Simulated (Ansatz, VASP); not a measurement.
**One calculation of Mn, two programs**

File INCAR:

```
SYSTEM = Mn
PREC     = Accurate       ! precision mode
ENCUT    = 600            ! plane-wave cutoff, eV
EDIFF    = 1E-7           ! SCF threshold, eV
ISMEAR   = 0              ! smearing method
SIGMA    = 0.1            ! smearing width, eV
LREAL    = .FALSE.        ! projectors in reciprocal space
LASPH    = .TRUE.         ! aspherical terms in the spheres
NELM     = 100            ! most SCF steps
ALGO     = Normal         ! electronic algorithm
ISIF     = 3              ! what is computed and relaxed
LWAVE    = .FALSE.        ! write WAVECAR
LCHARG   = .FALSE.        ! write CHGCAR
GGA      = PE             ! functional
IBRION   = 2              ! ionic algorithm
NSW      = 90             ! ionic steps
EDIFFG   = -0.04          ! ionic threshold
```

KPOINTS

```
regular mesh
0
G
  6 6 4
  0 0 0
```

POSCAR

```
Mn
1.0
    3.6933950785      0.0000000000      0.0000000000
   -1.8466975393      3.1985739642      0.0000000000
    0.0000000000      0.0000000000      4.3965930318
Mn
4
Direct
    0.0000000000      0.0000000000      0.2500000000
    0.0000000000      0.0000000000      0.7500000000
    0.3333333333      0.6666666667      0.7500000000
    0.6666666667      0.3333333333      0.2500000000
```

Input for Ansatz:

```yaml
crystal:
  lattice:
    - [3.6933950785, 0.0, 0.0]
    - [-1.8466975393, 3.1985739642, 0.0]
    - [0.0, 0.0, 4.3965930318]
  atoms:
    - { symbol: Mn, position: [0.0, 0.0, 0.25] }
    - { symbol: Mn, position: [0.0, 0.0, 0.75] }
    - { symbol: Mn, position: [0.3333333333, 0.6666666667, 0.75] }
    - { symbol: Mn, position: [0.6666666667, 0.3333333333, 0.25] }
basis:
  ecutwfc: 420
kpoints:
  mp_grid: { grid: [6, 6, 4] }
hamiltonian:
  xc: pbe
scf:
  occupations: { method: gaussian, width: 0.1 }
  lower_state_search: "off"
output:
  forces: true
  stress: true
  eigenvalues: true
relax:
  adjacent_minimum: "off"
  f_tol: 0.04
  max_steps: 70
  cell: { stress_tol: 0.4 }
```

Alike in both runs: task relaxation of cell and atoms; functional PBE; k mesh 6 × 6 × 4; occupations gaussian, width 0.1 eV; no spin polarisation.

|  | VASP | Ansatz |
| --- | --- | --- |
| version | VASP 6.6.1 | Ansatz 0.2.0 |
| potentials or method | VASP PAW PBE potentials, release 64 (Mn_pv), cutoff 600 eV | scalar-relativistic, plane waves, PAW |
| valence electrons in the cell | 52 | 60 |

```tsv
	VASP	Ansatz	Ansatz less VASP
gap on the k mesh at the Fermi level, each at its own relaxed structure (eV)	none	none	-
relaxed volume (Å³/atom)	12.95	12.92	-0.027
relaxed cell length with the largest relative difference (Å)	3.723	3.720	-0.0028
```

A gap of «none» marks a metal or a gap that the smearing closes. VASP's potentials hold 52 valence electrons a cell and Ansatz's 60, so a difference there can come from the potentials and not from the codes.
